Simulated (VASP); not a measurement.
# In2BiSb: relaxation of cell and atoms with PBE

In2BiSb:

```
Sb In Bi
1.0
     4.62472    0.00000    0.00000
     0.00000    4.62472    0.00000
     0.00000    0.00000    6.54034
Sb In Bi
1 2 1
Cartesian
  0.0000 0.0000 0.0000
  0.0000 2.3124 4.9053
  2.3124 0.0000 1.6351
  2.3124 2.3124 3.2702
```

- Program: VASP 6.6.1
- Task: relaxation of cell and atoms
- Functional: PBE
- Potentials or basis: VASP PAW PBE potentials, release 64 (Sb, In_d, Bi_d)
- Cutoff: 600 eV
- k mesh: 6 × 6 × 4
- Occupations: fermi-dirac, width 0.02 eV
- Spin: no spin polarisation
- Dipole correction: no
- Further INCAR settings: ALGO = Normal; EDIFF = 1e-06; IBRION = 2; EDIFFG = -0.005; NSW = 80; ISIF = 3

```json
{"Relaxed volume": "38.37 Å³/atom", "Relaxed cell": "a = 4.777 Å, b = 4.777 Å, c = 6.725 Å, α = 90.00°, β = 90.00°, γ = 90.00°", "Space group after relaxing (to 0.1 Å)": "P-4m2 (No. 115)", "Energy gained by relaxing": "41.9 meV/atom", "Ionic steps": "7", "Pressure after relaxing": "0.0 GPa", "Band gap on the k mesh": "zero (bands 23 and 24 overlap by 0.07 eV)"}
```

Step by step:
| step | energy change (eV) | largest force (eV/Å) | pressure (GPa) | volume (Å³) |
| --- | --- | --- | --- | --- |
| 1 | 0.0000 | 0.4418 | 3.88 | 139.88 |
| 2 | -0.1505 | 0.1790 | -0.87 | 157.74 |
| 3 | -0.1607 | 0.2254 | -0.06 | 153.74 |
| 4 | -0.1607 | 0.2214 | -0.13 | 154.02 |
| 5 | -0.1648 | 0.1392 | -0.12 | 153.82 |
| 6 | -0.1675 | 0.0246 | -0.01 | 153.41 |
| 7 | -0.1675 | 0.0004 | -0.01 | 153.47 |

Final structure:
```
Sb In Bi
1.0
     4.77720    0.00000    0.00000
     0.00000    4.77720    0.00000
     0.00000    0.00000    6.72479
Sb In Bi
1 2 1
Direct
  0.00000 0.00000 0.00000
  0.00000 0.50000 0.75697
  0.50000 0.00000 0.24303
  0.50000 0.50000 0.50000
```

Levels at points of the mesh, in eV from the Fermi level:
```tsv
k point	band 21	band 22	band 23	band 24	band 25	band 26
(0.00, 0.00, 0.00)	-1.33	0.03	0.03	0.03	1.27	1.34
(0.50, 0.00, 0.00)	-2.37	-1.12	-0.73	1.60	1.70	4.26
(0.50, 0.50, 0.00)	-1.96	-1.96	-1.86	1.11	1.34	1.34
(0.00, 0.00, 0.50)	-1.42	-1.06	-1.06	1.35	1.70	2.08
(0.50, 0.00, 0.50)	-0.88	-0.83	-0.68	-0.03	0.26	3.64
(0.50, 0.50, 0.50)	-2.49	-2.40	-2.31	3.17	3.17	3.57
```

It took 10 min on 1 thread of Intel(R) Xeon(R) Platinum 8488C (Sapphire Rapids), on a shared host, peak memory 0.39 GiB.

Caveat: spin-orbit coupling is left out, which moves the levels of the heavy elements.
